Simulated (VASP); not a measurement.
# TaN (P-6m2) in VASP: a series of runs

The runs below take TaN through single point, with PBEsol.

All numbers are computed with VASP 6.6.1; they aren't measurements. Logs are shortened: lines on timing, memory, paths and dates and some standing lists are left out, and cuts for length are marked.

## Step 1: The cell of the first run

Symmetry: P-6m2, No. 187, hexagonal system. The conventional cell has a = 2.938 Å, b = 2.938 Å, c = 2.941 Å, α = 90.00°, β = 90.00°, γ = 120.00°. Within 3.0 Å of Ta (site symmetry -6m2) lie 6 N at 2.24 Å and 8 Ta at 2.94 Å. Within 3.0 Å of N (site symmetry -6m2) lie 6 Ta at 2.24 Å and 8 N at 2.94 Å.

## Step 2: Single point, PBEsol (zz strain of +2 %)

INCAR reads:

```
PREC     = Accurate       # precision mode
ENCUT    = 520            # plane-wave cutoff, eV
EDIFF    = 1E-6           # SCF threshold, eV
ISMEAR   = -1             # smearing method
SIGMA    = 0.02           # smearing width, eV
LREAL    = False          # projectors in reciprocal space
LASPH    = True           # aspherical terms in the spheres
NELM     = 60             # most SCF steps
ALGO     = Normal         # electronic algorithm
ISIF     = 2              # what is computed and relaxed
LWAVE    = False          # write WAVECAR
LCHARG   = False          # write CHGCAR
GGA      = PS             # functional
NBANDS   = 15             # bands
```

KPOINTS reads:

```
regular mesh
0
Gamma
  12 12 10
```

POSCAR reads:

```
TaN
1.0
    2.9379988584      0.0000000000      0.0000000000
   -1.4689994292      2.5443816477      0.0000000000
    0.0000000000      0.0000000000      2.9406600000
Ta N
1 1
Direct
    0.3333333333      0.6666666667      0.5000000000
    0.0000000000      0.0000000000      0.0000000000
```

Potentials or basis: VASP PAW PBE potentials, release 64 (Ta_pv, N).

The run is started by

```bash
$ cat potpaw_PBE.64/Ta_pv/POTCAR potpaw_PBE.64/N/POTCAR > POTCAR
$ mpirun -np 1 vasp_std > vasp.out
```

OUTCAR:

```text
PREC = Accurate
   ENCUT = 520
   EDIFF = 1E-6
   ISMEAR = -1
   LREAL = False
   LASPH = True
   NELM = 60
   ISIF = 2
   GGA = PS

 ion  position               nearest neighbor table
   1  0.333  0.667  0.500-   2 2.24   2 2.24   2 2.24   2 2.24   2 2.24   2 2.24
   2  0.000  0.000  0.000-   1 2.24   1 2.24   1 2.24   1 2.24   1 2.24   1 2.24

  LATTYP: Found a hexagonal cell.
 ALAT       =     2.9379988584
 C/A-ratio  =     1.0009057667

  Lattice vectors:

 A1 = (   2.9379988584,   0.0000000000,   0.0000000000)
 A2 = (  -1.4689994292,   2.5443816477,   0.0000000000)
 A3 = (   0.0000000000,   0.0000000000,   2.9406600000)

Analysis of symmetry for initial positions (statically):
=====================================================================
 Subroutine PRICEL returns:
 Original cell was already a primitive cell.

 Routine SETGRP: Setting up the symmetry group for a
 hexagonal supercell.

 Subroutine GETGRP returns: Found 12 space group operations
 (whereof 12 operations were pure point group operations)
 out of a pool of 24 trial point group operations.

The static configuration has the point symmetry D_3h.

Analysis of symmetry for dynamics (positions and initial velocities):
=====================================================================
 Subroutine PRICEL returns:
 Original cell was already a primitive cell.

 Routine SETGRP: Setting up the symmetry group for a
 hexagonal supercell.

 Subroutine GETGRP returns: Found 12 space group operations
 (whereof 12 operations were pure point group operations)
 out of a pool of 24 trial point group operations.

The dynamic configuration has the point symmetry D_3h.

 Subroutine INISYM returns: Found 12 space group operations
 (whereof 12 operations are pure point group operations),
 and found     1 'primitive' translations

----------------------------------------------------------------------------------------

                                     Primitive cell

  volume of cell :      21.9826

  direct lattice vectors                    reciprocal lattice vectors
     2.937998858  0.000000000  0.000000000     0.340367729  0.196511400  0.000000000
    -1.468999429  2.544381648  0.000000000     0.000000000  0.393022800  0.000000000
     0.000000000  0.000000000  2.940660000     0.000000000  0.000000000  0.340059714

  length of vectors
     2.937998858  2.937998858  2.940660000     0.393022800  0.393022800  0.340059714

  position of ions in fractional coordinates (direct lattice)
     0.333333333  0.666666667  0.500000000
     0.000000000  0.000000000  0.000000000

  ion indices of the primitive-cell ions
   primitive index   ion index
                 1           1
                 2           2

----------------------------------------------------------------------------------------

 KPOINTS: regular mesh

Automatic generation of k-mesh.
 Grid dimensions read from file:
 generate k-points for:   12   12   10

 Generating k-lattice:

  Cartesian coordinates                     Fractional coordinates (reciprocal lattice)
     0.028363977  0.016375950  0.000000000     0.083333333  0.000000000  0.000000000
     0.000000000  0.032751900  0.000000000     0.000000000  0.083333333  0.000000000
     0.000000000  0.000000000  0.034005971     0.000000000  0.000000000  0.100000000

  Length of vectors
     0.032751900  0.032751900  0.034005971

  Shift w.r.t. Gamma in fractional coordinates (k-lattice)
     0.000000000  0.000000000  0.000000000

 Subroutine IBZKPT returns following result:
 ===========================================

 Found    114 irreducible k-points:

 Following reciprocal coordinates:
            Coordinates               Weight
  0.000000  0.000000  0.000000      1.000000
  0.083333 -0.000000  0.000000      6.000000
  0.166667 -0.000000  0.000000      6.000000
  0.250000  0.000000  0.000000      6.000000
  0.333333  0.000000  0.000000      6.000000
  0.416667  0.000000  0.000000      6.000000
[... 16 lines left out ...]
  0.250000  0.000000  0.100000     12.000000
  0.333333  0.000000  0.100000     12.000000
 [... further k-points ...]
   k-points           NKPTS =    114   k-points in BZ     NKDIM =    114   number of bands    NBANDS=     15
   number of dos      NEDOS =    301   number of ions     NIONS =      2
   total plane-waves  NPLWV =  13824
   dimension x,y,z NGX =    24 NGY =   24 NGZ =   24
   dimension x,y,z NGXF=    48 NGYF=   48 NGZF=   48
   ions per type =               1   1
   NGX,Y,Z   is equivalent  to a cutoff of  13.58, 13.58, 13.57 a.u.
   NGXF,Y,Z  is equivalent  to a cutoff of  27.16, 27.16, 27.14 a.u.
 SYSTEM =  unknown system
   PREC   = accura    normal or accurate (medium, high low for compatibility)
   ISTART =      0    job   : 0-new  1-cont  2-samecut
   ICHARG =      2    charge: 1-file 2-atom 10-const
   ISPIN  =      1    spin polarized calculation?
   LNONCOLLINEAR =      F non collinear calculations
   LSORBIT =      F    spin-orbit coupling
   LASPH  =      T    aspherical Exc in radial PAW
   ENCUT  =  520.0 eV  38.22 Ry    6.18 a.u.   5.46  5.46  5.47*2*pi/ulx,y,z
   NELM   =     60;   NELMIN=  2; NELMDL= -5     # of ELM steps
   EDIFF  = 0.1E-05   stopping-criterion for ELM
   LREAL  =      F    real-space projection
   EDIFFG = 0.1E-04   stopping-criterion for IOM
   NSW    =      0    number of steps for IOM
   IBRION =     -1    ionic relax: 0-MD 1-quasi-New 2-CG
   NFREE  =      0    steps in history (QN), initial steepest desc. (CG)
   ISIF   =      2    stress and relaxation
   ISYM   =      2    0-nonsym 1-usesym 2-fastsym
   POTIM  = 0.5000    time-step for ionic-motion
   TEBEG  =    0.0;   TEEND  =   0.0 temperature during run
   PSTRESS=    0.0 pullay stress
   NELECT =      16.0000    total number of electrons
   NUPDOWN=      -1.0000    fix difference up-down
   EMIN   =  10.00;   EMAX   =-10.00  energy-range for DOS
   EFERMI =   0.00;   METHOD = LEGACY
   ISMEAR =    -1;   SIGMA  =   0.02  broadening in eV -4-tet -1-fermi 0-gaus
   EFERMI_NEDOS =   21; number of points for ismear=-14 and -15
   IALGO  =     38    algorithm
   IMIX   =      4    mixing-type and parameters
     AMIX     =   0.40;   BMIX     =  1.00
     AMIX_MAG =   1.60;   BMIX_MAG =  1.00
  volume/ion in A,a.u.               =      10.99        74.17
  Fermi-wavevector in a.u.,A,eV,Ry     =   1.472613  2.782835 29.505440  2.168589
  Thomas-Fermi vector in A             =   2.587606
   LORBIT       =      0    0 simple, 1 ext, 2 COOP (PROOUT), +10 PAW based schemes
   GGA     = PS    functional components
   LHFCALC =     F    Hartree Fock is set to
   AEXX    =    0.0000 exact exchange contribution
   IVDW    =     0    specifies the selected vdW correction
   LEPSILON=     F    determine dielectric tensor
   LRPA    =     F    only Hartree local field effects (RPA)
 non-spin polarized calculation
  energy-cutoff  :      520.00
  volume of cell :       21.98
 maximum number of plane-waves:       617
 NGX is ok and might be reduce to    24
   NGX = 11   NGY = 11   NGZ = 11

 number of electron      16.0000003 magnetization

 Free energy of the ion-electron system (eV)
  ---------------------------------------------------
  ext. energy  EPLUGINS =         0.00000000
  ---------------------------------------------------
  free energy    TOTEN  =       -23.77096195 eV

  energy without entropy =      -23.77087022  energy(sigma->0) =      -23.77091609

 E-fermi :   7.9695     XC(G=0): -13.4006

 val. band max:        7.8644162168   @ k =   0.0000   0.0000   0.4000
 cond. band min:       8.0037354817   @ k =   0.0833  -0.0000   0.5000
 fundamental gap:      0.1393192649
 Fermi energy:         7.9695432441

 k-point     1 :       0.0000    0.0000    0.0000
  band No.  band energies     occupation
      1     -27.0079      2.00000
      2     -26.6798      2.00000
      3     -26.6798      2.00000
      4      -9.6785      2.00000
      5       3.5627      2.00000
      6       3.5627      2.00000
      7       3.6846      2.00000
      8       4.8804      2.00000
      9      10.1106      0.00000
     10      11.2794      0.00000
     11      11.2794      0.00000
     12      11.7117      0.00000
     13      11.7117      0.00000
     14      20.7323      0.00000
     15      21.2134      0.00000

 k-point     2 :       0.0833   -0.0000    0.0000
  band No.  band energies     occupation
      1     -26.9984      2.00000
      2     -26.7536      2.00000
      3     -26.6956      2.00000
      4      -9.5366      2.00000
      5       3.1202      2.00000
      6       3.6688      2.00000
      7       3.8983      2.00000
      8       4.6750      2.00000
      9      10.5747      0.00000
     10      11.0308      0.00000
     11      11.3087      0.00000
     12      11.6363      0.00000
     13      11.8999      0.00000
     14      20.7356      0.00000
     15      21.2083      0.00000

 k-point     3 :       0.1667   -0.0000    0.0000
  band No.  band energies     occupation
      1     -26.9722      2.00000
      2     -26.9506      2.00000
      3     -26.7386      2.00000
      4      -9.1445      2.00000
      5       2.2067      2.00000
      6       3.9485      2.00000
      7       4.1734      2.00000
      8       4.3731      2.00000
      9      10.2551      0.00000
     10      11.4370      0.00000
     11      11.4398      0.00000
     12      11.8663      0.00000
     13      12.3120      0.00000
     14      20.7403      0.00000
     15      21.1983      0.00000
[... 343 lines left out ...]
 k-point    23 :       0.2500    0.0000    0.1000
  band No.  band energies     occupation
      1     -27.2011      2.00000
      2     -27.0081      2.00000
      3     -26.7897      2.00000
      4      -8.4780      2.00000
      5       1.3001      2.00000
      6       3.1042      2.00000
      7       4.2172      2.00000
      8       5.2222      2.00000
      9      10.0257      0.00000
     10      10.4639      0.00000
     11      12.0097      0.00000
     12      12.5488      0.00000
     13      13.9089      0.00000
     14      20.6061      0.00000
     15      21.1825      0.00000

 k-point    24 :       0.3333    0.0000    0.1000
  band No.  band energies     occupation
      1     -27.4468      2.00000
      2     -26.9702      2.00000
      3     -26.8467      2.00000
      4      -7.9504      2.00000
      5       0.4720      2.00000
      6       2.8291      2.00000
      7       4.4096      2.00000
      8       5.2004      2.00000
      9      10.4398      0.00000
     10      10.7654      0.00000
     11      12.2418      0.00000
     12      12.7451      0.00000
     13      14.7704      0.00000
     14      20.8107      0.00000
     15      21.2029      0.00000

 [... further k-points ...]
[... 5 lines left out ...]
  --------------------------------------------------------------------------------------
  -------------------------------------------------------------------------------------
  Total       -0.9276415     -0.9276415     -2.7057260      0.0000000     -0.0000000      0.0000000
  in kB      -67.6101736    -67.6101736   -197.2039944      0.0000000     -0.0000000      0.0000000
  external PRESSURE =    -110.8081138 kB  Pullay stress =       0.0000000 kB

 VOLUME and BASIS-vectors are now :
 -----------------------------------------------------------------------------
  energy-cutoff  :      520.00
  volume of cell :       21.98
      direct lattice vectors                 reciprocal lattice vectors
     2.937998858  0.000000000  0.000000000     0.340367729  0.196511400  0.000000000
    -1.468999429  2.544381648  0.000000000     0.000000000  0.393022800  0.000000000
     0.000000000  0.000000000  2.940660000     0.000000000  0.000000000  0.340059714

 POSITION                                       TOTAL-FORCE (eV/Angst)
 -----------------------------------------------------------------------------------
     -0.00000      1.69625      1.47033        -0.000000      0.000000      0.000000
      0.00000      0.00000      0.00000         0.000000     -0.000000      0.000000
 -----------------------------------------------------------------------------------
    total drift:                                0.000000     -0.000000     -0.000000

  FREE ENERGIE OF THE ION-ELECTRON SYSTEM (eV)
  ---------------------------------------------------
  free  energy   TOTEN  =       -23.7709619524 eV

  energy  without entropy=      -23.7708702223  energy(sigma->0) =      -23.77091609
```

Run time: 11 s. Hardware: 1 thread of Intel Xeon 6975P-C (Granite Rapids), shared host; peak memory 0.16 GiB.

Results:

| Quantity | Value |
| --- | --- |
| Free energy | -23.7710 eV |
| Pressure | -11.1 GPa |
| Band gap on the k mesh | zero (band 8 reaches 8.15 eV, above the bottom of band 9 at 7.76 eV) |

Caveat: the cell differs from its parent crystal (zz strain of +2 %); the PAW data sets were made with another functional, which shifts forces and pressure a little; spin-orbit coupling is left out, which moves the levels of the heavy elements.

## Step 3: Single point, PBEsol (volume scaled by 1.02)

INCAR reads:

```
ALGO = Normal ; EDIFF = 1E-7
ENCUT = 520 ; GGA = PS
ISIF = 2 ; ISMEAR = -1
LASPH = T ; LCHARG = F
LREAL = F ; LWAVE = F
NBANDS = 15 ; NELM = 60
PREC = Accurate ; SIGMA = 0.02
```

KPOINTS reads:

```
k-points
0
Gamma
  12 12 10
```

POSCAR reads:

```
TaN
1.0
    2.9574563715      0.0000000000      0.0000000000
   -1.4787281858      2.5612323484      0.0000000000
    0.0000000000      0.0000000000      2.9020932717
Ta N
1 1
Direct
    0.3333333333      0.6666666667      0.5000000000
    0.0000000000      0.0000000000      0.0000000000
```

Potentials or basis: VASP PAW PBE potentials, release 64 (Ta_pv, N).

The run is started by

```bash
$ cat potpaw_PBE.64/Ta_pv/POTCAR potpaw_PBE.64/N/POTCAR > POTCAR
$ mpirun -np 1 vasp_std > vasp.out
```

Wall time 11 s (1 thread of Intel Xeon 6975P-C (Granite Rapids), shared host); peak memory 0.17 GiB.

It converged, with:

```
Free energy            : -23.7835 eV
Pressure               : -10.7 GPa
Band gap on the k mesh : zero (band 8 reaches 8.27 eV, above the bottom of band 9 at 7.79 eV)
```

Stress tensor (GPa, compression positive):
```
-10.38   0.00   0.00
  0.00 -10.38   0.00
  0.00   0.00 -11.25
```

Levels at points of the mesh, in eV from the Fermi level:
| k point | band 5 | band 6 | band 7 | band 8 | band 9 | band 10 | band 11 | band 12 |
| --- | --- | --- | --- | --- | --- | --- | --- | --- |
| (0.00, 0.00, 0.00) | -4.57 | -4.57 | -4.23 | -2.98 | 1.97 | 3.41 | 3.41 | 3.77 |
| (0.50, 0.00, 0.00) | -8.30 | -5.20 | -3.52 | -3.23 | 2.81 | 3.83 | 5.00 | 5.06 |
| (0.00, 0.00, 0.50) | -9.36 | -3.77 | -3.77 | -0.20 | -0.20 | 2.28 | 3.14 | 3.14 |
| (0.50, 0.00, 0.50) | -7.33 | -6.22 | -5.68 | -0.48 | 3.92 | 5.11 | 5.79 | 6.81 |

Caveat: the PAW data sets were made with another functional, which shifts forces and pressure a little; spin-orbit coupling is left out, which moves the levels of the heavy elements.

## Step 4: Single point, PBEsol (volume scaled by 1.01)

INCAR reads:

```
PREC = Accurate
ENCUT = 520
EDIFF = 1E-6
ISMEAR = -1
SIGMA = 0.02
LREAL = False
LASPH = True
NELM = 80
ALGO = Normal
ISIF = 2
LWAVE = False
LCHARG = False
GGA = PS
NBANDS = 15
```

KPOINTS reads:

```
Automatic mesh
0
Gamma
  12 12 10
```

POSCAR reads:

```
TaN
1.0
    2.9477597236      0.0000000000      0.0000000000
   -1.4738798618      2.5528348050      0.0000000000
    0.0000000000      0.0000000000      2.8925781435
Ta N
1 1
Direct
    0.3333333333      0.6666666667      0.5000000000
    0.0000000000      0.0000000000      0.0000000000
```

The run is started by

```bash
$ cat potpaw_PBE.64/Ta_pv/POTCAR potpaw_PBE.64/N/POTCAR > POTCAR
$ mpirun -np 1 vasp_std > vasp.out
```

Wall time 11 s (1 thread of Intel Xeon 6975P-C (Granite Rapids), shared host); peak memory 0.16 GiB.

Results (log left out):

```
Free energy            : -23.7956 eV
Pressure               : -7.5 GPa
Band gap on the k mesh : zero (band 8 reaches 8.38 eV, above the bottom of band 9 at 7.89 eV)
```

Stress tensor (GPa, compression positive):
```
-7.30  0.00  0.00
 0.00 -7.30  0.00
 0.00  0.00 -7.80
```

Levels at points of the mesh, in eV from the Fermi level:
```tsv
k point	band 5	band 6	band 7	band 8	band 9	band 10	band 11	band 12
(0.00, 0.00, 0.00)	-4.62	-4.62	-4.28	-3.00	2.04	3.45	3.45	3.82
(0.50, 0.00, 0.00)	-8.36	-5.25	-3.56	-3.25	2.85	3.89	5.05	5.13
(0.00, 0.00, 0.50)	-9.42	-3.81	-3.81	-0.20	-0.20	2.31	3.17	3.17
(0.50, 0.00, 0.50)	-7.38	-6.26	-5.74	-0.47	3.99	5.19	5.88	6.90
```

Caveat: the PAW data sets were made with another functional, which shifts forces and pressure a little; spin-orbit coupling is left out, which moves the levels of the heavy elements.

## Step 5: The runs side by side

```csv
cell,gap on the mesh (eV),pressure (GPa)
"a = 2.938, b = 2.938, c = 2.941 Å, angles 90.0, 90.0, 120.0°, 2 atoms",none,-11.1
"a = 2.957, b = 2.957, c = 2.902 Å, angles 90.0, 90.0, 120.0°, 2 atoms",none,-10.7
"a = 2.948, b = 2.948, c = 2.893 Å, angles 90.0, 90.0, 120.0°, 2 atoms",none,-7.5
```

Alike in all rows: task single point; level PBEsol; potentials or basis VASP PAW PBE potentials, release 64 (Ta_pv, N); no spin polarisation; k mesh 12 × 12 × 10; cutoff (eV) 520; smearing fermi-dirac 0.02 eV.

Caveats: the PAW data sets were made with another functional, which shifts forces and pressure a little; spin-orbit coupling is left out, which moves the levels of the heavy elements.

Absolute energies hang on the potentials; compare differences alone.
